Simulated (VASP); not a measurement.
A run of VASP 6.6.1 is set up as follows.

Contents of INCAR:

```
ALGO = Normal ; EDIFF = 1E-8
ENCUT = 520 ; GGA = PE
ISIF = 2 ; ISMEAR = -1
LASPH = T ; LCHARG = F
LEFG = T ; LREAL = F
LWAVE = F ; NBANDS = 10
NELM = 100 ; PREC = Accurate
SIGMA = 0.05
```

The input KPOINTS:

```
k-points
0
Gamma
  15 15 15
```

File POSCAR:

```
Ir
1.0
    0.0000000000      1.9772910000      1.9197000000
    1.9772910000      0.0000000000      1.9197000000
    1.9772910000      1.9772910000      0.0000000000
Ir
1
Direct
    0.0000000000      0.0000000000      0.0000000000
```

Potentials or basis: VASP PAW PBE potentials, release 64 (Ir).

Command:

```bash
$ cat potpaw_PBE.64/Ir/POTCAR > POTCAR
$ mpirun -np 1 vasp_std > vasp.out
```

(1) Predict the band gap on the k mesh.

(2) Predict the pressure.

## Answers

(1) zero (an odd number of electrons rules out a gap without spin polarisation).

(2) -10.6 GPa.

Caveat: the cell differs from its parent crystal (equal xx and yy strain of +3 %); the cell stands under tension; without QUAD_EFG the Cq values of the log hold for a quadrupole moment of 1 mb, not for the nuclei; spin-orbit coupling is left out, which moves the levels of the heavy elements.
